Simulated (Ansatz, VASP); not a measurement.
# One calculation of BC, two programs

INCAR

```
PREC = Accurate ; ENCUT = 600
EDIFF = 1E-6 ; ISMEAR = 0
SIGMA = 0.1 ; LREAL = F
LASPH = T ; NELM = 120
ALGO = Normal ; ISIF = 2
LWAVE = F ; LCHARG = F
GGA = PE ; NBANDS = 15
GGA_COMPAT = F
```

KPOINTS

```
regular mesh
0
Gamma
  9 9 9
```

The input POSCAR:

```
BC
1.0
    1.1891189615      0.6865381525      6.0968117152
   -1.1891189615      0.6865381525      6.0968117152
    0.0000000000     -1.3730763050      6.0968117152
B C
2 2
Direct
    0.2137000000      0.2137000000      0.2137000000
    0.7863000000      0.7863000000      0.7863000000
    0.3914000000      0.3914000000      0.3914000000
    0.6086000000      0.6086000000      0.6086000000
```

Input for Ansatz:

```yaml
crystal:
  lattice:
    - [1.1891189615, 0.6865381525, 6.0968117152]
    - [-1.1891189615, 0.6865381525, 6.0968117152]
    - [0.0, -1.373076305, 6.0968117152]
  atoms:
    - { symbol: B, position: [0.2137, 0.2137, 0.2137] }
    - { symbol: B, position: [0.7863, 0.7863, 0.7863] }
    - { symbol: C, position: [0.3914, 0.3914, 0.3914] }
    - { symbol: C, position: [0.6086, 0.6086, 0.6086] }
basis:
  ecutwfc: 420
kpoints:
  mp_grid: { grid: [9, 9, 9] }
hamiltonian:
  xc: pbe
scf:
  occupations: { method: gaussian, width: 0.1 }
  lower_state_search: "off"
output:
  forces: true
  stress: true
  eigenvalues: true
```

Alike in both runs: task single point; functional PBE; k mesh 9 × 9 × 9; occupations gaussian, width 0.1 eV; no spin polarisation.

|  | VASP | Ansatz |
| --- | --- | --- |
| version | VASP 6.6.1 | Ansatz 0.2.0 |
| potentials or method | VASP PAW PBE potentials, release 64 (B, C), cutoff 600 eV | scalar-relativistic, plane waves, PAW |
| valence electrons in the cell | 14 | 14 |

|  | VASP | Ansatz | Ansatz less VASP |
| --- | --- | --- | --- |
| gap on the k mesh at the Fermi level (eV) | none | none | - |
| pressure (GPa) | -15.5 | -15.4 | +0.13 |
| traceless stress, the component that is largest in VASP (GPa) | -27.86 | -27.84 | +0.018 |
| rms of the force components (eV/Å) | 1.002 | 1.006 | +0.0041 |

Atom by atom the forces differ by 0.005 eV/Å (rms over components). A gap of «none» marks a metal or a gap that the smearing closes.
